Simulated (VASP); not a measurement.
# HfO2: single point with PBE

The system is HfO2.

```
CELL_PARAMETERS angstrom
0.00000 2.52918 2.52918
2.52918 0.00000 2.52918
2.52918 2.52918 0.00000
ATOMIC_POSITIONS crystal
Hf 0.00000 0.00000 0.00000
O 0.25000 0.25000 0.25000
O 0.75000 0.75000 0.75000
```

- Program: VASP 6.6.1
- Task: single point
- Functional: PBE
- Potentials or basis: VASP PAW PBE potentials, release 64 (Hf_pv, O)
- Cutoff: 600 eV
- k mesh: 3 × 3 × 3
- Occupations: gaussian, width 0.01 eV
- Spin: no spin polarisation
- Dipole correction: no
- Further INCAR settings: ALGO = Normal; EDIFF = 1e-06; NBANDS = 18

- Pressure: 1.9 GPa
- Band gap on the k mesh: 4.50 eV, direct

Levels at points of the mesh, in eV from the valence-band top:
| k point | band 9 | band 10 | band 11 | band 12 | band 13 | band 14 |
| --- | --- | --- | --- | --- | --- | --- |
| (0.00, 0.00, 0.00) | 0.00 | 0.00 | 0.00 | 4.50 | 4.51 | 6.51 |

Wall time 12 s on 1 thread of Intel Xeon 8259CL (shared host), peak memory 0.16 GiB.

Caveat: the k points lie up to 0.72 Å⁻¹ apart; spin-orbit coupling is left out, which moves the levels of the heavy elements. Expect the measured gap to be larger: semilocal functionals such as PBE lack the derivative discontinuity.
